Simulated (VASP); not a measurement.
# InSb (R-3m) in VASP: further runs

InSb is run at these levels: PBE+D3(BJ); tasks: single point.

All numbers are computed with VASP 6.6.1; they aren't measurements. Logs are shortened: lines on timing, memory, paths and dates and some standing lists are left out, and cuts for length are marked.

## Step 1: The cell of the first run

The structure is trigonal, space group R-3m (No. 166). Conventional cell: a = 5.517 Å, b = 5.517 Å, c = 6.284 Å, α = 90.00°, β = 90.00°, γ = 120.00°. Within 4.1 Å of In (site symmetry -3m) lie 8 Sb at 3.14 to 3.35 Å and 6 In at 3.81 Å. Sb (site symmetry -3m) has 8 In at 3.14 to 3.35 Å and 6 Sb at 3.81 Å within 4.1 Å.

## Step 2: Single point, PBE+D3(BJ)

Input file INCAR:

```
SYSTEM = InSb
PREC = Accurate
ENCUT = 520
EDIFF = 1E-6
ISMEAR = 0
SIGMA = 0.15
LREAL = .False.
LASPH = .True.
NELM = 80
ALGO = Normal
ISIF = 2
LWAVE = .False.
LCHARG = .False.
GGA = PE
IVDW = 12
NBANDS = 16
```

Input file KPOINTS:

```
Automatic mesh
0
Gamma
  14 14 14
  0 0 0
```

Input file POSCAR:

```
InSb
1.0
    3.8098624705     -0.0910206051     -0.0910206051
   -0.0910206051      3.8098624705     -0.0910206051
   -0.0910206051     -0.0910206051      3.8098624705
In Sb
1 1
Direct
    0.0000000000      0.0000000000      0.0000000000
    0.5000000000      0.5000000000      0.5000000000
```

Potentials or basis: VASP PAW PBE potentials, release 64 (In_d, Sb).

Run with:

```bash
cat potpaw_PBE.64/In_d/POTCAR potpaw_PBE.64/Sb/POTCAR > POTCAR
mpirun -np 1 vasp_std > vasp.out
```

OUTCAR:

```text
SYSTEM = InSb
   PREC = Accurate
   ENCUT = 520
   EDIFF = 1E-6
   ISMEAR = 0
   LREAL = .False.
   LASPH = .True.
   NELM = 80
   ISIF = 2
   GGA = PE
   IVDW = 12
 IVDW          = 12

 ion  position               nearest neighbor table
   1  0.000  0.000  0.000-   2 3.14   2 3.14   2 3.35   2 3.35   2 3.35   2 3.35   2 3.35   2 3.35

   2  0.500  0.500  0.500-   1 3.14   1 3.14   1 3.35   1 3.35   1 3.35   1 3.35   1 3.35   1 3.35

  LATTYP: Found a trigonal (rhomboedric) cell.
 ALAT       =     3.8120364040
 COS(alpha) =    -0.0471569688

  Lattice vectors:

 A1 = (   3.8098624705,  -0.0910206051,  -0.0910206051)
 A2 = (  -0.0910206051,   3.8098624705,  -0.0910206051)
 A3 = (  -0.0910206051,  -0.0910206051,   3.8098624705)

Analysis of symmetry for initial positions (statically):
=====================================================================
 Subroutine PRICEL returns:
 Original cell was already a primitive cell.

 Routine SETGRP: Setting up the symmetry group for a
 trigonal (rhombohedral) supercell.

 Subroutine GETGRP returns: Found 12 space group operations
 (whereof 12 operations were pure point group operations)
 out of a pool of 12 trial point group operations.

The static configuration has the point symmetry D_3d.

Analysis of symmetry for dynamics (positions and initial velocities):
=====================================================================
 Subroutine PRICEL returns:
 Original cell was already a primitive cell.

 Routine SETGRP: Setting up the symmetry group for a
 trigonal (rhombohedral) supercell.

 Subroutine GETGRP returns: Found 12 space group operations
 (whereof 12 operations were pure point group operations)
 out of a pool of 12 trial point group operations.

The dynamic configuration has the point symmetry D_3d.

 Subroutine INISYM returns: Found 12 space group operations
 (whereof 12 operations are pure point group operations),
 and found     1 'primitive' translations

----------------------------------------------------------------------------------------

                                     Primitive cell

  volume of cell :      55.2042

  direct lattice vectors                    reciprocal lattice vectors
     3.809862471 -0.091020605 -0.091020605     0.262783987  0.006431776  0.006431776
    -0.091020605  3.809862471 -0.091020605     0.006431776  0.262783987  0.006431776
    -0.091020605 -0.091020605  3.809862471     0.006431776  0.006431776  0.262783987

  length of vectors
     3.812036404  3.812036404  3.812036404     0.262941361  0.262941361  0.262941361

  position of ions in fractional coordinates (direct lattice)
     0.000000000  0.000000000  0.000000000
     0.500000000  0.500000000  0.500000000

  ion indices of the primitive-cell ions
   primitive index   ion index
                 1           1
                 2           2

----------------------------------------------------------------------------------------

 KPOINTS: Automatic mesh

Automatic generation of k-mesh.
 Grid dimensions read from file:
 generate k-points for:   14   14   14

 Generating k-lattice:

  Cartesian coordinates                     Fractional coordinates (reciprocal lattice)
     0.018770285  0.000459413  0.000459413     0.071428571  0.000000000  0.000000000
     0.000459413  0.018770285  0.000459413     0.000000000  0.071428571  0.000000000
     0.000459413  0.000459413  0.018770285     0.000000000  0.000000000  0.071428571

  Length of vectors
     0.018781526  0.018781526  0.018781526

  Shift w.r.t. Gamma in fractional coordinates (k-lattice)
     0.000000000  0.000000000  0.000000000

 Subroutine IBZKPT returns following result:
 ===========================================

 Found    288 irreducible k-points:

 Following reciprocal coordinates:
            Coordinates               Weight
  0.000000  0.000000  0.000000      1.000000
  0.071429 -0.000000  0.000000      6.000000
  0.142857 -0.000000 -0.000000      6.000000
  0.214286 -0.000000 -0.000000      6.000000
  0.285714 -0.000000 -0.000000      6.000000
  0.357143 -0.000000 -0.000000      6.000000
[... 16 lines left out ...]
  0.214286  0.142857 -0.000000     12.000000
  0.285714  0.142857  0.000000     12.000000
 [... further k-points ...]
   k-points           NKPTS =    288   k-points in BZ     NKDIM =    288   number of bands    NBANDS=     16
   number of dos      NEDOS =    301   number of ions     NIONS =      2
   total plane-waves  NPLWV =  21952
   dimension x,y,z NGX =    28 NGY =   28 NGZ =   28
   dimension x,y,z NGXF=    56 NGYF=   56 NGZF=   56
   ions per type =               1   1
   NGX,Y,Z   is equivalent  to a cutoff of  12.21, 12.21, 12.21 a.u.
   NGXF,Y,Z  is equivalent  to a cutoff of  24.42, 24.42, 24.42 a.u.
 SYSTEM =  InSb
   PREC   = accura    normal or accurate (medium, high low for compatibility)
   ISTART =      0    job   : 0-new  1-cont  2-samecut
   ICHARG =      2    charge: 1-file 2-atom 10-const
   ISPIN  =      1    spin polarized calculation?
   LNONCOLLINEAR =      F non collinear calculations
   LSORBIT =      F    spin-orbit coupling
   LASPH  =      T    aspherical Exc in radial PAW
   ENCUT  =  520.0 eV  38.22 Ry    6.18 a.u.   7.09  7.09  7.09*2*pi/ulx,y,z
   NELM   =     80;   NELMIN=  2; NELMDL= -5     # of ELM steps
   EDIFF  = 0.1E-05   stopping-criterion for ELM
   LREAL  =      F    real-space projection
   EDIFFG = 0.1E-04   stopping-criterion for IOM
   NSW    =      0    number of steps for IOM
   IBRION =     -1    ionic relax: 0-MD 1-quasi-New 2-CG
   NFREE  =      0    steps in history (QN), initial steepest desc. (CG)
   ISIF   =      2    stress and relaxation
   ISYM   =      2    0-nonsym 1-usesym 2-fastsym
   POTIM  = 0.5000    time-step for ionic-motion
   TEBEG  =    0.0;   TEEND  =   0.0 temperature during run
   PSTRESS=    0.0 pullay stress
   NELECT =      18.0000    total number of electrons
   NUPDOWN=      -1.0000    fix difference up-down
   EMIN   =  10.00;   EMAX   =-10.00  energy-range for DOS
   EFERMI =   0.00;   METHOD = LEGACY
   ISMEAR =     0;   SIGMA  =   0.15  broadening in eV -4-tet -1-fermi 0-gaus
   EFERMI_NEDOS =   21; number of points for ismear=-14 and -15
   IALGO  =     38    algorithm
   IMIX   =      4    mixing-type and parameters
     AMIX     =   0.40;   BMIX     =  1.00
     AMIX_MAG =   1.60;   BMIX_MAG =  1.00
  volume/ion in A,a.u.               =      27.60       186.27
  Fermi-wavevector in a.u.,A,eV,Ry     =   1.126787  2.129318 17.274616  1.269648
  Thomas-Fermi vector in A             =   2.263470
   LORBIT       =      0    0 simple, 1 ext, 2 COOP (PROOUT), +10 PAW based schemes
   GGA     = PE    functional components
   LHFCALC =     F    Hartree Fock is set to
   AEXX    =    0.0000 exact exchange contribution
   IVDW    =    12    specifies the selected vdW correction
   LEPSILON=     F    determine dielectric tensor
   LRPA    =     F    only Hartree local field effects (RPA)
 non-spin polarized calculation
 Gauss-broadening in eV      SIGMA  =   0.15
  energy-cutoff  :      520.00
  volume of cell :       55.20
 maximum number of plane-waves:      1508
   NGX = 15   NGY = 15   NGZ = 15

 number of electron      17.9999983 magnetization

 Free energy of the ion-electron system (eV)
  ---------------------------------------------------
  ext. energy  EPLUGINS =         0.00000000
  ---------------------------------------------------
  free energy    TOTEN  =        -6.47712878 eV

  energy without entropy =       -6.46343909  energy(sigma->0) =       -6.47028394

 E-fermi :   7.4290     XC(G=0): -10.0550

 val. band max:        7.4190581391   @ k =   0.2143   0.0714  -0.0000
 cond. band min:       7.4403625640   @ k =   0.5000   0.0714   0.0714
 fundamental gap:      0.0213044249
 Fermi energy:         7.4289782859

 k-point     1 :       0.0000    0.0000    0.0000
  band No.  band energies     occupation
      1      -7.0736      2.00000
      2      -7.0736      2.00000
      3      -6.9824      2.00000
      4      -6.9673      2.00000
      5      -6.9673      2.00000
      6      -3.8706      2.00000
[... 8 lines left out ...]
     15      16.5928      0.00000
     16      18.9976      0.00000

 k-point     2 :       0.0714   -0.0000    0.0000
  band No.  band energies     occupation
      1      -7.0733      2.00000
      2      -7.0689      2.00000
      3      -6.9839      2.00000
      4      -6.9693      2.00000
      5      -6.9679      2.00000
      6      -3.8224      2.00000
[... 8 lines left out ...]
     15      16.2674      0.00000
     16      18.5069      0.00000

 k-point     3 :       0.1429   -0.0000   -0.0000
  band No.  band energies     occupation
      1      -7.0725      2.00000
      2      -7.0555      2.00000
      3      -6.9890      2.00000
      4      -6.9748      2.00000
      5      -6.9689      2.00000
      6      -3.6793      2.00000
[... 8 lines left out ...]
     15      15.4806      0.00000
     16      18.0041      0.00000

 k-point     4 :       0.2143   -0.0000   -0.0000
  band No.  band energies     occupation
      1      -7.0713      2.00000
      2      -7.0364      2.00000
      3      -6.9972      2.00000
      4      -6.9827      2.00000
      5      -6.9694      2.00000
      6      -3.4465      2.00000
[... 8 lines left out ...]
     15      14.7406      0.00000
     16      17.2461      0.00000
[... 324 lines left out ...]
 k-point    22 :       0.1429    0.1429   -0.0000
  band No.  band energies     occupation
      1      -7.0632      2.00000
      2      -7.0458      2.00000
      3      -6.9946      2.00000
      4      -6.9799      2.00000
      5      -6.9736      2.00000
      6      -3.4705      2.00000
[... 8 lines left out ...]
     15      14.8977      0.00000
     16      17.7194      0.00000

 k-point    23 :       0.2143    0.1429   -0.0000
  band No.  band energies     occupation
      1      -7.0599      2.00000
      2      -7.0285      2.00000
      3      -7.0037      2.00000
      4      -6.9868      2.00000
      5      -6.9755      2.00000
      6      -3.2285      2.00000
[... 8 lines left out ...]
     15      15.1298      0.00000
     16      17.1981      0.00000

 k-point    24 :       0.2857    0.1429    0.0000
  band No.  band energies     occupation
      1      -7.0580      2.00000
      2      -7.0152      2.00000
      3      -7.0077      2.00000
      4      -6.9950      2.00000
      5      -6.9758      2.00000
      6      -2.9116      2.00000
[... 8 lines left out ...]
     15      16.3603      0.00000
     16      16.7799      0.00000

 [... further k-points ...]

------------------------ aborting loop because EDIFF is reached ----------------------------------------

 Edisp (eV)   -0.81885

 E8    (eV) :    -0.3916

  FORCE on cell =-STRESS in cart. coord.  units (eV):
  Direction    XX          YY          ZZ          XY          YZ          ZX
  --------------------------------------------------------------------------------------
  -------------------------------------------------------------------------------------
  Total      -0.80160    -0.80160    -0.80160     0.31868     0.31868     0.31868
  in kB     -23.26457   -23.26457   -23.26457     9.24886     9.24886     9.24886
  external pressure =      -23.26 kB  Pullay stress =        0.00 kB

 VOLUME and BASIS-vectors are now :
 -----------------------------------------------------------------------------
  energy-cutoff  :      520.00
  volume of cell :       55.20
      direct lattice vectors                 reciprocal lattice vectors
     3.809862471 -0.091020605 -0.091020605     0.262783987  0.006431776  0.006431776
    -0.091020605  3.809862471 -0.091020605     0.006431776  0.262783987  0.006431776
    -0.091020605 -0.091020605  3.809862471     0.006431776  0.006431776  0.262783987

 POSITION                                       TOTAL-FORCE (eV/Angst)
 -----------------------------------------------------------------------------------
      0.00000      0.00000      0.00000         0.000000      0.000000      0.000000
      1.81391      1.81391      1.81391        -0.000000     -0.000000      0.000000
 -----------------------------------------------------------------------------------
    total drift:                               -0.000000      0.000000     -0.000000

  FREE ENERGIE OF THE ION-ELECTRON SYSTEM (eV)
  ---------------------------------------------------
  free  energy   TOTEN  =        -7.2959820195 eV

  energy  without entropy=       -7.2822923273  energy(sigma->0) =       -7.28913717
```

It took 74 s on 1 thread of Intel Xeon Platinum 8488C (Sapphire Rapids), shared host; peak memory 0.38 GiB.

Results:

```yaml
Free_energy: -7.2960 eV
Pressure: -2.3 GPa
Band_gap_on_the_k_mesh: zero (bands 9 and 10 overlap by 3.69 eV)
Dispersion_energy_per_atom: -0.409 eV
```

Levels at points of the mesh, in eV from the Fermi level:
```
           k point  band 7  band 8  band 9  band 10  band 11  band 12
(0.00, 0.00, 0.00)   -2.13   -1.03   -0.39    -0.39     4.13     4.13
(0.50, 0.00, 0.00)   -6.98    0.97    1.30     2.12     2.65     3.82
(0.50, 0.50, 0.00)   -4.38   -4.19   -4.15     1.76     5.08     5.54
(0.50, 0.50, 0.50)   -2.85   -2.18   -2.18    -1.36    -0.47    -0.47
```

Caveat: spin-orbit coupling is left out, which moves the levels of the heavy elements.

## Step 3: Single point, PBE+D3(BJ)

Input file INCAR:

```
SYSTEM = InSb
PREC     = Accurate       ! precision mode
ENCUT    = 520            ! plane-wave cutoff, eV
EDIFF    = 1E-7           ! SCF threshold, eV
ISMEAR   = 0              ! smearing method
SIGMA    = 0.15           ! smearing width, eV
LREAL    = .FALSE.        ! projectors in reciprocal space
LASPH    = .TRUE.         ! aspherical terms in the spheres
NELM     = 80             ! most SCF steps
ALGO     = Normal         ! electronic algorithm
ISIF     = 2              ! what is computed and relaxed
LWAVE    = .FALSE.        ! write WAVECAR
LCHARG   = .FALSE.        ! write CHGCAR
GGA      = PE             ! functional
IVDW     = 12             ! dispersion correction
NBANDS   = 16             ! bands
```

Input file KPOINTS:

```
regular mesh
0
G
  14 14 14
  0 0 0
```

Input file POSCAR:

```
InSb
1.0
    3.8101797029      0.0989657066      0.0989657066
    0.0989657066      3.8101797029      0.0989657066
    0.0989657066      0.0989657066      3.8101797029
In Sb
1 1
Direct
    0.0000000000      0.0000000000      0.0000000000
    0.5000000000      0.5000000000      0.5000000000
```

Potentials or basis: VASP PAW PBE potentials, release 64 (In_d, Sb).

Run with:

```bash
cat potpaw_PBE.64/In_d/POTCAR potpaw_PBE.64/Sb/POTCAR > POTCAR
mpirun -np 1 vasp_std > vasp.out
```

OUTCAR:

```text
SYSTEM = InSb
   PREC = Accurate
   ENCUT = 520
   EDIFF = 1E-7
   ISMEAR = 0
   LREAL = .FALSE.
   LASPH = .TRUE.
   NELM = 80
   ISIF = 2
   GGA = PE
   IVDW = 12
 IVDW          = 12

 ion  position               nearest neighbor table
   1  0.000  0.000  0.000-   2 3.24   2 3.24   2 3.24   2 3.24   2 3.24   2 3.24   2 3.47   2 3.47

   2  0.500  0.500  0.500-   1 3.24   1 3.24   1 3.24   1 3.24   1 3.24   1 3.24   1 3.47   1 3.47

  LATTYP: Found a trigonal (rhomboedric) cell.
 ALAT       =     3.8127493742
 COS(alpha) =     0.0525517939

  Lattice vectors:
[... 645 lines left out ...]

 Edisp (eV)   -0.81887

 E8    (eV) :    -0.3916

  FORCE on cell =-STRESS in cart. coord.  units (eV):
  Direction    XX          YY          ZZ          XY          YZ          ZX
  --------------------------------------------------------------------------------------
  -------------------------------------------------------------------------------------
  Total      -0.80461    -0.80461    -0.80461    -0.15203    -0.15203    -0.15203
  in kB     -23.35210   -23.35210   -23.35210    -4.41231    -4.41231    -4.41231
  external pressure =      -23.35 kB  Pullay stress =        0.00 kB

 VOLUME and BASIS-vectors are now :
 -----------------------------------------------------------------------------
  energy-cutoff  :      520.00
  volume of cell :       55.20
      direct lattice vectors                 reciprocal lattice vectors
     3.810179703  0.098965707  0.098965707     0.262800432 -0.006653175 -0.006653175
     0.098965707  3.810179703  0.098965707    -0.006653175  0.262800432 -0.006653175
     0.098965707  0.098965707  3.810179703    -0.006653175 -0.006653175  0.262800432

 POSITION                                       TOTAL-FORCE (eV/Angst)
 -----------------------------------------------------------------------------------
      0.00000      0.00000      0.00000        -0.000000     -0.000000      0.000000
      2.00406      2.00406      2.00406         0.000000      0.000000      0.000000
 -----------------------------------------------------------------------------------
    total drift:                               -0.000000      0.000000     -0.000000

  FREE ENERGIE OF THE ION-ELECTRON SYSTEM (eV)
  ---------------------------------------------------
  free  energy   TOTEN  =        -7.3005544207 eV

  energy  without entropy=       -7.2866252956  energy(sigma->0) =       -7.29358986
```

OSZICAR:

```text
N       E                     dE             d eps       ncg     rms          rms(c)
DAV:   1     0.108462722772E+03    0.10846E+03   -0.80362E+03  9256   0.119E+03
DAV:   2    -0.194561767591E+00   -0.10866E+03   -0.10530E+03 10432   0.291E+02
DAV:   3    -0.635626597615E+01   -0.61617E+01   -0.61052E+01 11640   0.678E+01
DAV:   4    -0.651003428956E+01   -0.15377E+00   -0.15371E+00 11824   0.115E+01
DAV:   5    -0.651763027044E+01   -0.75960E-02   -0.75958E-02 13640   0.215E+00    0.266E+00
DAV:   6    -0.648721167366E+01    0.30419E-01   -0.50587E-02 12256   0.371E+00    0.150E+00
DAV:   7    -0.648208544514E+01    0.51262E-02   -0.16678E-02 12488   0.164E+00    0.286E-01
DAV:   8    -0.648166218331E+01    0.42326E-03   -0.16890E-03 11720   0.558E-01    0.892E-02
DAV:   9    -0.648168499641E+01   -0.22813E-04   -0.16704E-04 12760   0.106E-01    0.471E-02
DAV:  10    -0.648168141724E+01    0.35792E-05   -0.61672E-06 12496   0.207E-02    0.205E-02
DAV:  11    -0.648168070923E+01    0.70801E-06   -0.11243E-06 12832   0.144E-02    0.576E-03
DAV:  12    -0.648168034633E+01    0.36290E-06   -0.42657E-08  6832   0.202E-03    0.219E-03
DAV:  13    -0.648168019950E+01    0.14683E-06   -0.91734E-09  6192   0.116E-03    0.697E-04
DAV:  14    -0.648168020570E+01   -0.61966E-08   -0.31558E-09  5552   0.657E-04
   1 F= -.73005544E+01 E0= -.72935899E+01  d E =-.139291E-01
```

It took 87 s on 1 thread of Intel Xeon Platinum 8488C (Sapphire Rapids), shared host; peak memory 0.38 GiB.

What came out:

```yaml
Free_energy: -7.3006 eV
Pressure: -2.3 GPa
Band_gap_on_the_k_mesh: zero (bands 9 and 10 overlap by 3.03 eV)
Dispersion_energy_per_atom: -0.409 eV
```

Stress tensor (GPa, compression positive):
```
-2.34 -0.44 -0.44
-0.44 -2.34 -0.44
-0.44 -0.44 -2.34
```

Levels at points of the mesh, in eV from the Fermi level:
| k point | band 5 | band 6 | band 7 | band 8 | band 9 | band 10 | band 11 | band 12 | band 13 | band 14 |
| --- | --- | --- | --- | --- | --- | --- | --- | --- | --- | --- |
| (0.00, 0.00, 0.00) | -14.41 | -11.31 | -2.14 | -0.81 | -0.81 | -0.21 | 4.12 | 4.12 | 7.42 | 8.41 |
| (0.50, 0.00, 0.00) | -14.41 | -9.75 | -6.99 | 1.05 | 1.19 | 2.13 | 2.65 | 3.56 | 4.15 | 5.74 |
| (0.50, 0.50, 0.00) | -14.35 | -8.40 | -4.40 | -4.18 | -4.17 | 1.70 | 5.10 | 5.87 | 6.25 | 6.65 |
| (0.50, 0.50, 0.50) | -14.35 | -7.70 | -3.04 | -1.95 | -1.95 | -1.67 | -0.55 | -0.19 | -0.19 | 15.69 |

Caveat: spin-orbit coupling is left out, which moves the levels of the heavy elements.

The gap in the log of VASP goes by the Fermi energy; the results here count the filled bands.